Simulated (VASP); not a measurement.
CdSe: relaxation of cell and atoms with PBEsol

CdSe:

```
Cd Se
1.0
     4.30000    0.00000    0.00000
    -2.15000    3.72391    0.00000
     0.00000    0.00000    7.02000
Cd Se
2 2
Direct
  0.66667 0.33333 0.50000
  0.33333 0.66667 0.00000
  0.66667 0.33333 0.88500
  0.33333 0.66667 0.38500
```

```json
{"Program": "VASP 6.6.1", "Task": "relaxation of cell and atoms", "Functional": "PBEsol", "Potentials or basis": "VASP PAW PBE potentials, release 64 (Cd, Se)", "Cutoff": "600 eV", "k mesh": "7 × 7 × 4", "Occupations": "fermi-dirac, width 0.05 eV", "Spin": "no spin polarisation", "Target pressure": "5 GPa", "Dipole correction": "no", "Further INCAR settings": "ALGO = Normal; EDIFF = 1e-06; IBRION = 2; EDIFFG = -0.01; NSW = 80; ISIF = 3"}
```

```json
{
  "Relaxed volume": "26.10 Å³/atom",
  "Relaxed cell": "a = 4.194 Å, b = 4.194 Å, c = 6.854 Å, α = 90.00°, β = 90.00°, γ = 120.00°",
  "Space group after relaxing (to 0.1 Å)": "P6_3mc (No. 186)",
  "Energy change on relaxing (the run minimises the enthalpy)": "+27.0 meV/atom",
  "Ionic steps": "12",
  "Pressure after relaxing": "5.0 GPa",
  "Largest force after relaxing": "0.009 eV/Å",
  "Band gap on the k mesh": "0.69 eV"
}
```

Forces in eV/Å, atoms in the order of the input:
```
Cd   0.000  0.000  0.009
Cd   0.000  0.000  0.009
Se   0.000  0.000 -0.009
Se   0.000  0.000 -0.009
```

The path:
```csv
step,energy change (eV),largest force (eV/Å),pressure (GPa),volume (Å³)
1,0.0000,0.2745,0.45,112.41
2,0.3021,0.0607,8.67,99.91
3,0.1202,0.1775,5.19,104.24
4,0.1100,0.0021,5.03,104.45
5,0.1111,0.0371,5.06,104.41
6,0.1059,0.0345,4.95,104.55
7,0.0916,0.0242,4.65,104.98
8,0.0939,0.0231,4.74,104.89
9,0.0988,0.0202,4.84,104.72
10,0.1091,0.0150,5.09,104.37
11,0.1088,0.0152,5.08,104.39
12,0.1079,0.0089,5.05,104.41
```

Final structure:
```xyz
4
Lattice="4.1940 0.0000 0.0000 -2.0970 3.6321 0.0000 0.0000 0.0000 6.8543" Properties=species:S:1:pos:R:3 pbc="T T T"
Cd    2.0970    1.2107    3.4603
Cd    0.0000    2.4214    0.0332
Se    2.0970    1.2107    6.0328
Se    0.0000    2.4214    2.6057
```

Levels at points of the mesh, in eV from the valence-band top:
| k point | band 14 | band 15 | band 16 | band 17 | band 18 | band 19 | band 20 | band 21 | band 22 |
| --- | --- | --- | --- | --- | --- | --- | --- | --- | --- |
| (0.00, 0.00, 0.00) | -0.89 | -0.89 | -0.07 | 0.00 | 0.00 | 0.69 | 2.17 | 5.77 | 5.77 |
| (0.00, 0.00, 0.50) | -2.92 | -0.47 | -0.47 | -0.47 | -0.47 | 2.40 | 2.40 | 5.85 | 5.85 |

Run time: 2.9 min on 1 thread of Intel(R) Xeon(R) 6975P-C (Granite Rapids), with other jobs on the host, peak memory 0.3 GiB.

Caveat: the cell is relaxed towards a set pressure, so the run minimises the enthalpy, not the energy; the PAW data sets were made with another functional, which shifts forces and pressure a little. Expect the measured gap to be larger: semilocal functionals such as PBEsol lack the derivative discontinuity.
